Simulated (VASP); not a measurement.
Wanted: the native input for a VASP 6.6.1 run.

```yaml
Task: electric field gradients
Functional: PBE
Potentials_or_basis: VASP PAW PBE potentials, release 64 (Yb)
Cutoff: 520 eV
k_mesh: 12 × 12 × 12
Occupations: fermi-dirac, width 0.05 eV
Spin: no spin polarisation
Dipole_correction: no
Further_INCAR_settings: ALGO = Normal; EDIFF = 1e-08; NBANDS = 18
```

The structure of Yb lies in POSCAR:

```
Yb
1.0
    0.0000000000      2.7612667546      2.7612667546
    2.7612667546      0.0000000000      2.7612667546
    2.7612667546      2.7612667546      0.0000000000
Yb
1
Direct
    0.0000000000      0.0000000000      0.0000000000
```

The input as run:

INCAR

```
SYSTEM = Yb
PREC     = Accurate       ! precision mode
ENCUT    = 520            ! plane-wave cutoff, eV
EDIFF    = 1E-8           ! SCF threshold, eV
ISMEAR   = -1             ! smearing method
SIGMA    = 0.05           ! smearing width, eV
LREAL    = .FALSE.        ! projectors in reciprocal space
LASPH    = .TRUE.         ! aspherical terms in the spheres
NELM     = 80             ! most SCF steps
ALGO     = Normal         ! electronic algorithm
ISIF     = 2              ! what is computed and relaxed
LWAVE    = .FALSE.        ! write WAVECAR
LCHARG   = .FALSE.        ! write CHGCAR
GGA      = PE             ! functional
LEFG     = .TRUE.       
NBANDS   = 18             ! bands
```

KPOINTS

```
regular mesh
0
G
  12 12 12
  0 0 0
```

Potentials or basis: VASP PAW PBE potentials, release 64 (Yb).

Launch:

```bash
$ cat potpaw_PBE.64/Yb/POTCAR > POTCAR
$ mpirun -np 1 vasp_std > vasp.out
```

It gave:

The pressure is -2.6 GPa and the band gap on the k mesh is zero (bands 12 and 13 overlap by 0.09 eV). The largest electric field gradient by atom is under 0.05 V/Å² on every atom.

Caveat: spin-orbit coupling is left out, which moves the levels of the heavy elements.

Wall time 3 min on 1 thread of Intel Xeon 8259CL (shared host), peak memory 0.22 GiB.
